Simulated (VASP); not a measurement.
# YTl (Pm-3m) in VASP: a series of runs

Runs on YTl. Level: LDA. Tasks: single point.

All numbers are computed with VASP 6.6.1; they aren't measurements. Logs are shortened: lines on timing, memory, paths and dates and some standing lists are left out, and cuts for length are marked.

## (1) The cell of the first run

Symmetry: Pm-3m, No. 221, cubic system. The conventional cell has a = 3.605 Å, b = 3.605 Å, c = 3.605 Å, α = 90.00°, β = 90.00°, γ = 90.00°. Y (site symmetry m-3m) has 8 Tl at 3.12 Å and 6 Y at 3.61 Å within 4.1 Å. Within 4.1 Å of Tl (site symmetry m-3m) lie 8 Y at 3.12 Å and 6 Tl at 3.61 Å.

## (2) Single point, LDA

The input, INCAR:

```
SYSTEM = YTl
PREC     = Accurate       ! precision mode
ENCUT    = 520            ! plane-wave cutoff, eV
EDIFF    = 1E-6           ! SCF threshold, eV
ISMEAR   = -1             ! smearing method
SIGMA    = 0.1            ! smearing width, eV
LREAL    = .FALSE.        ! projectors in reciprocal space
LASPH    = .TRUE.         ! aspherical terms in the spheres
NELM     = 60             ! most SCF steps
ALGO     = Normal         ! electronic algorithm
ISIF     = 2              ! what is computed and relaxed
LWAVE    = .FALSE.        ! write WAVECAR
LCHARG   = .TRUE.         ! write CHGCAR
GGA      = CA             ! functional
LELF     = .TRUE.         ! ELF
LVHAR    = .TRUE.       
NBANDS   = 19             ! bands
```

The input, KPOINTS:

```
regular mesh
0
G
  9 9 9
  0 0 0
```

The input, POSCAR:

```
YTl
1.0
    3.6051036145      0.0000000000      0.0000000000
    0.0000000000      3.6051036145      0.0000000000
    0.0000000000      0.0000000000      3.6051036145
Y Tl
1 1
Direct
    0.5000000000      0.5000000000      0.5000000000
    0.0000000000      0.0000000000      0.0000000000
```

Potentials or basis: VASP PAW LDA potentials, release 64 (Y_sv, Tl_d).

Launch:

```
$ cat potpaw_LDA.64/Y_sv/POTCAR potpaw_LDA.64/Tl_d/POTCAR > POTCAR
$ mpirun -np 1 vasp_std > vasp.out
```

OUTCAR:

```text
SYSTEM = YTl
   PREC = Accurate
   ENCUT = 520
   EDIFF = 1E-6
   ISMEAR = -1
   LREAL = .FALSE.
   LASPH = .TRUE.
   NELM = 60
   ISIF = 2
   GGA = CA

 ion  position               nearest neighbor table
   1  0.500  0.500  0.500-   2 3.12   2 3.12   2 3.12   2 3.12   2 3.12   2 3.12   2 3.12   2 3.12

   2  0.000  0.000  0.000-   1 3.12   1 3.12   1 3.12   1 3.12   1 3.12   1 3.12   1 3.12   1 3.12

  LATTYP: Found a simple cubic cell.
 ALAT       =     3.6051036145

  Lattice vectors:

 A1 = (   3.6051036145,   0.0000000000,   0.0000000000)
 A2 = (   0.0000000000,   3.6051036145,   0.0000000000)
 A3 = (   0.0000000000,   0.0000000000,   3.6051036145)

Analysis of symmetry for initial positions (statically):
=====================================================================
 Subroutine PRICEL returns:
 Original cell was already a primitive cell.

 Routine SETGRP: Setting up the symmetry group for a
 simple cubic supercell.

 Subroutine GETGRP returns: Found 48 space group operations
 (whereof 48 operations were pure point group operations)
 out of a pool of 48 trial point group operations.

The static configuration has the point symmetry O_h .

Analysis of symmetry for dynamics (positions and initial velocities):
=====================================================================
 Subroutine PRICEL returns:
 Original cell was already a primitive cell.

 Routine SETGRP: Setting up the symmetry group for a
 simple cubic supercell.

 Subroutine GETGRP returns: Found 48 space group operations
 (whereof 48 operations were pure point group operations)
 out of a pool of 48 trial point group operations.

The dynamic configuration has the point symmetry O_h .

 Subroutine INISYM returns: Found 48 space group operations
 (whereof 48 operations are pure point group operations),
 and found     1 'primitive' translations

----------------------------------------------------------------------------------------

                                     Primitive cell

  volume of cell :      46.8547

  direct lattice vectors                    reciprocal lattice vectors
     3.605103614  0.000000000  0.000000000     0.277384538  0.000000000  0.000000000
     0.000000000  3.605103614  0.000000000     0.000000000  0.277384538  0.000000000
[... 79 lines left out ...]
   ISPIN  =      1    spin polarized calculation?
   LNONCOLLINEAR =      F non collinear calculations
   LSORBIT =      F    spin-orbit coupling
   LASPH  =      T    aspherical Exc in radial PAW
   ENCUT  =  520.0 eV  38.22 Ry    6.18 a.u.   6.70  6.70  6.70*2*pi/ulx,y,z
   NELM   =     60;   NELMIN=  2; NELMDL= -5     # of ELM steps
   EDIFF  = 0.1E-05   stopping-criterion for ELM
   LREAL  =      F    real-space projection
   EDIFFG = 0.1E-04   stopping-criterion for IOM
   NSW    =      0    number of steps for IOM
   IBRION =     -1    ionic relax: 0-MD 1-quasi-New 2-CG
   NFREE  =      0    steps in history (QN), initial steepest desc. (CG)
   ISIF   =      2    stress and relaxation
   ISYM   =      2    0-nonsym 1-usesym 2-fastsym
   POTIM  = 0.5000    time-step for ionic-motion
   TEBEG  =    0.0;   TEEND  =   0.0 temperature during run
   PSTRESS=    0.0 pullay stress
   NELECT =      24.0000    total number of electrons
   NUPDOWN=      -1.0000    fix difference up-down
   EMIN   =  10.00;   EMAX   =-10.00  energy-range for DOS
   EFERMI =   0.00;   METHOD = LEGACY
   ISMEAR =    -1;   SIGMA  =   0.10  broadening in eV -4-tet -1-fermi 0-gaus
   EFERMI_NEDOS =   21; number of points for ismear=-14 and -15
   IALGO  =     38    algorithm
   IMIX   =      4    mixing-type and parameters
     AMIX     =   0.40;   BMIX     =  1.00
     AMIX_MAG =   1.60;   BMIX_MAG =  1.00
  volume/ion in A,a.u.               =      23.43       158.10
  Fermi-wavevector in a.u.,A,eV,Ry     =   1.309868  2.475291 23.344249  1.715754
  Thomas-Fermi vector in A             =   2.440437
   LORBIT       =      0    0 simple, 1 ext, 2 COOP (PROOUT), +10 PAW based schemes
   GGA     = CA    functional components
   LHFCALC =     F    Hartree Fock is set to
   AEXX    =    0.0000 exact exchange contribution
   IVDW    =     0    specifies the selected vdW correction
   LEPSILON=     F    determine dielectric tensor
   LRPA    =     F    only Hartree local field effects (RPA)
 non-spin polarized calculation
  energy-cutoff  :      520.00
  volume of cell :       46.85
 maximum number of plane-waves:      1281
 NGX is ok and might be reduce to    28
   NGX = 13   NGY = 13   NGZ = 13

 number of electron      23.9999995 magnetization

 Free energy of the ion-electron system (eV)
  ---------------------------------------------------
  ext. energy  EPLUGINS =         0.00000000
  ---------------------------------------------------
  free energy    TOTEN  =       -10.85851930 eV

  energy without entropy =      -10.82234237  energy(sigma->0) =      -10.84043084

 E-fermi :   6.9680     XC(G=0): -11.3063

 val. band max:        6.9544720589   @ k =   0.4444   0.1111   0.0000
 cond. band min:       6.9692278020   @ k =   0.4444   0.1111   0.1111
 fundamental gap:      0.0147557431
 Fermi energy:         6.9680259558

 k-point     1 :       0.0000    0.0000    0.0000
  band No.  band energies     occupation
      1     -35.4685      2.00000
      2     -15.5186      2.00000
      3     -15.5186      2.00000
      4     -15.5186      2.00000
      5      -5.0436      2.00000
      6      -5.0436      2.00000
[... 505 lines left out ...]
      6      -4.8261      2.00000
[... 11 lines left out ...]
     18      13.9028      0.00000
     19      15.0340      0.00000

 [... further k-points ...]

------------------------ aborting loop because EDIFF is reached ----------------------------------------

  FORCE on cell =-STRESS in cart. coord.  units (eV):
  Direction    XX          YY          ZZ          XY          YZ          ZX
  --------------------------------------------------------------------------------------
  -------------------------------------------------------------------------------------
  Total        1.7802507      1.7802507      1.7802507     -0.0000000      0.0000000     -0.0000000
  in kB       60.8749326     60.8749326     60.8749326     -0.0000000      0.0000000     -0.0000000
  external PRESSURE =      60.8749326 kB  Pullay stress =       0.0000000 kB

 VOLUME and BASIS-vectors are now :
 -----------------------------------------------------------------------------
  energy-cutoff  :      520.00
  volume of cell :       46.85
      direct lattice vectors                 reciprocal lattice vectors
     3.605103614  0.000000000  0.000000000     0.277384538  0.000000000  0.000000000
     0.000000000  3.605103614  0.000000000     0.000000000  0.277384538  0.000000000
     0.000000000  0.000000000  3.605103614     0.000000000  0.000000000  0.277384538

 POSITION                                       TOTAL-FORCE (eV/Angst)
 -----------------------------------------------------------------------------------
      1.80255      1.80255      1.80255         0.000000      0.000000      0.000000
      0.00000      0.00000      0.00000         0.000000      0.000000      0.000000
 -----------------------------------------------------------------------------------
    total drift:                               -0.000000      0.000000      0.000000

  FREE ENERGIE OF THE ION-ELECTRON SYSTEM (eV)
  ---------------------------------------------------
  free  energy   TOTEN  =       -10.8585193037 eV

  energy  without entropy=      -10.8223423700  energy(sigma->0) =      -10.84043084
```

stdout:

```text
POSCAR found type information on POSCAR Y Tl
 POSCAR found :  2 types and       2 ions
 scaLAPACK will be used
 LDA part: xc-table for (Slater(with rela. corr.)+CA(PZ))
 , standard interpolation
 POSCAR, INCAR and KPOINTS ok, starting setup
 FFT: planning ... GRIDC
 FFT: planning ... GRID_SOFT
 FFT: planning ... GRID
 WAVECAR not read
 entering main loop
```

Run time: 11 s. Hardware: 1 thread of Intel Xeon 6975P-C (Granite Rapids), shared host; peak memory 0.17 GiB.

What came out:

| Property | Result |
| --- | --- |
| Free energy | -10.8585 eV |
| Pressure | 6.1 GPa |
| Band gap on the k mesh | zero (bands 12 and 13 overlap by 2.03 eV) |

Levels at points of the mesh, in eV from the Fermi level:
```tsv
k point	band 9	band 10	band 11	band 12	band 13	band 14	band 15	band 16
(0.00, 0.00, 0.00)	-11.66	-9.63	-0.17	-0.17	3.48	3.48	3.48	3.98
```

Caveat: the cell stands under pressure; spin-orbit coupling is left out, which moves the levels of the heavy elements.

## (3) Single point, LDA

This run uses another cell than the first one, of 22.96 Å³/atom.

The input, INCAR:

```
SYSTEM = YTl
ALGO     = Normal         ! electronic algorithm
EDIFF    = 1E-6           ! SCF threshold, eV
ENCUT    = 520            ! plane-wave cutoff, eV
GGA      = CA             ! functional
ISIF     = 2              ! what is computed and relaxed
ISMEAR   = -1             ! smearing method
LASPH    = .True.         ! aspherical terms in the spheres
LCHARG   = .False.        ! write CHGCAR
LREAL    = .False.        ! projectors in reciprocal space
LWAVE    = .False.        ! write WAVECAR
NBANDS   = 19             ! bands
NELM     = 60             ! most SCF steps
PREC     = Accurate       ! precision mode
SIGMA    = 0.1            ! smearing width, eV
```

The input, KPOINTS:

```
k-points
0
Gamma
  9 9 9
  0 0 0
```

The input, POSCAR:

```
YTl
1.0
    3.5810383939      0.0000000000      0.0000000000
    0.0000000000      3.5810383939      0.0000000000
    0.0000000000      0.0000000000      3.5810383939
Y Tl
1 1
Direct
    0.5000000000      0.5000000000      0.5000000000
    0.0000000000      0.0000000000      0.0000000000
```

Potentials or basis: VASP PAW LDA potentials, release 64 (Y_sv, Tl_d).

Launch:

```
$ cat potpaw_LDA.64/Y_sv/POTCAR potpaw_LDA.64/Tl_d/POTCAR > POTCAR
$ mpirun -np 1 vasp_std > vasp.out
```

Wall time 10 s (1 thread of Intel Xeon 6975P-C (Granite Rapids), shared host); peak memory 0.17 GiB.

The run converged. Its results:

- Free energy: -10.8169 eV
- Pressure: 8.1 GPa
- Band gap on the k mesh: zero (bands 12 and 13 overlap by 2.04 eV)

Levels at points of the mesh, in eV from the Fermi level:
```csv
k point,band 9,band 10,band 11,band 12,band 13,band 14,band 15,band 16
"(0.00, 0.00, 0.00)",-11.69,-9.73,-0.17,-0.17,3.56,3.56,3.56,4.08
```

Caveat: the cell stands under pressure; spin-orbit coupling is left out, which moves the levels of the heavy elements.

## (4) Single point, LDA

This run uses another cell than the first one, of 23.95 Å³/atom.

The input, INCAR:

```
PREC     = Accurate       # precision mode
ENCUT    = 520            # plane-wave cutoff, eV
EDIFF    = 1E-6           # SCF threshold, eV
ISMEAR   = -1             # smearing method
SIGMA    = 0.1            # smearing width, eV
LREAL    = False          # projectors in reciprocal space
LASPH    = True           # aspherical terms in the spheres
NELM     = 60             # most SCF steps
ALGO     = Normal         # electronic algorithm
ISIF     = 2              # what is computed and relaxed
LWAVE    = False          # write WAVECAR
LCHARG   = False          # write CHGCAR
GGA      = CA             # functional
NBANDS   = 19             # bands
```

The input, KPOINTS:

```
regular mesh
0
Gamma
  9 9 9
```

The input, POSCAR:

```
YTl
1.0
    3.6317178078      0.0000000000      0.0000000000
    0.0000000000      3.6317178078      0.0000000000
    0.0000000000      0.0000000000      3.6317178078
Y Tl
1 1
Direct
    0.5000000000      0.5000000000      0.5000000000
    0.0000000000      0.0000000000      0.0000000000
```

Launch:

```
$ cat potpaw_LDA.64/Y_sv/POTCAR potpaw_LDA.64/Tl_d/POTCAR > POTCAR
$ mpirun -np 1 vasp_std > vasp.out
```

It took 10 s on 1 thread of Intel Xeon 6975P-C (Granite Rapids), shared host; peak memory 0.17 GiB.

It converged, with:

```yaml
Free_energy: -10.8919 eV
Pressure: 4.1 GPa
Band_gap_on_the_k_mesh: zero (bands 12 and 13 overlap by 2.02 eV)
```

Levels at points of the mesh, in eV from the Fermi level:
```
           k point  band 10  band 11  band 12  band 13  band 14  band 15
(0.00, 0.00, 0.00)    -9.52    -0.17    -0.17     3.40     3.40     3.40
```

Caveat: the cell stands under pressure; spin-orbit coupling is left out, which moves the levels of the heavy elements.

## (5) The runs side by side

| cell | gap on the mesh (eV) | pressure (GPa) |
| --- | --- | --- |
| a = 3.605 Å, 2 atoms | none | 6.1 |
| a = 3.581 Å, 2 atoms | none | 8.1 |
| a = 3.632 Å, 2 atoms | none | 4.1 |

Alike in all rows: task single point; level LDA; potentials or basis VASP PAW LDA potentials, release 64 (Y_sv, Tl_d); no spin polarisation; k mesh 9 × 9 × 9; cutoff (eV) 520; smearing fermi-dirac 0.1 eV.

Caveats: the cell stands under pressure; spin-orbit coupling is left out, which moves the levels of the heavy elements.

Absolute energies hang on the potentials; compare differences alone.
